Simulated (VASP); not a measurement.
## C: elastic constants with PBEsol

Crystal: C.

```
C
1.0
     0.00000    1.77173    1.77173
     1.77173    0.00000    1.77173
     1.77173    1.77173    0.00000
C
2
Direct
  0.50000 0.50000 0.50000
  0.75000 0.75000 0.75000
```

```json
{"Program": "VASP 6.6.1", "Task": "elastic constants", "Functional": "PBEsol", "Potentials or basis": "VASP PAW PBE potentials, release 64 (C)", "Cutoff": "600 eV", "k mesh": "10 × 10 × 10", "Occupations": "gaussian, width 0.01 eV", "Spin": "no spin polarisation", "Dipole correction": "no", "Ions in elastic constants": "relaxed", "Further INCAR settings": "ALGO = Normal; EDIFF = 1e-08; IBRION = 6; POTIM = 0.015; NSW = 1; ISIF = 3"}
```

```yaml
Elastic_constants_C11_C12_C44: 1086, 148, 587 GPa
Voigt_bulk_modulus: 461 GPa
Highest_phonon_frequency_at_Γ: 1321 cm⁻¹
```

Phonon frequencies in cm⁻¹ (negative: imaginary):
```
              q point           frequencies
(0.000, 0.000, 0.000)  0 0 0 1321 1321 1321
```

Elastic tensor in Voigt notation (GPa, in the Cartesian axes of the cell as first typed):
```
1086  148  148    0    0    0
 148 1086  148    0    0    0
 148  148 1086    0    0    0
   0    0    0  587    0    0
   0    0    0    0  587    0
   0    0    0    0    0  587
```

Clamped-ion elastic tensor (GPa):
```
1086  148  148    0    0    0
 148 1086  148    0    0    0
 148  148 1086    0    0    0
   0    0    0  595    0    0
   0    0    0    0  595    0
   0    0    0    0    0  595
```

Wall time 63 s on 1 thread of Intel(R) Xeon(R) 6975P-C (Granite Rapids), with other jobs on the host, peak memory 0.16 GiB.

Caveat: the cell is under stress, which shifts elastic constants; the PAW data sets were made with another functional, which shifts forces and pressure a little.
